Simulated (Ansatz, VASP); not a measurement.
## Bi2S in VASP and in Ansatz

```
Bi S
1.0
     5.48947    0.00000    0.00000
    -2.74473    4.75402    0.00000
     0.00000    0.00000    8.69523
Bi S
4 2
Direct
  0.33333 0.66667 0.80466
  0.33333 0.66667 0.19534
  0.66667 0.33333 0.19534
  0.66667 0.33333 0.80466
  0.33333 0.66667 0.50000
  0.66667 0.33333 0.50000
```

Alike in both runs: functional PBE; k mesh 6 × 6 × 2; occupations gaussian, width 0.1 eV; no spin polarisation.

Ansatz relaxed the structure, and its values are those at the end. VASP's run is a single point on that final structure, the one shown.

|  | VASP | Ansatz |
| --- | --- | --- |
| version | VASP 6.6.1 | Ansatz 0.2.0 |
| potentials or method | VASP PAW PBE potentials, release 64 (Bi_d, S), cutoff 520 eV | scalar-relativistic, plane waves, PAW |
| valence electrons in the cell | 72 | 72 |

|  | VASP | Ansatz | Ansatz less VASP |
| --- | --- | --- | --- |
| gap on the k mesh at the Fermi level (eV) | none | none | - |
| pressure (GPa) | 0.1 | 0.1 | +0.06 |

A gap of «none» marks a metal or a gap that the smearing closes.

The k mesh is coarse, so the values compare programs but aren't converged. Spin-orbit coupling is off throughout.
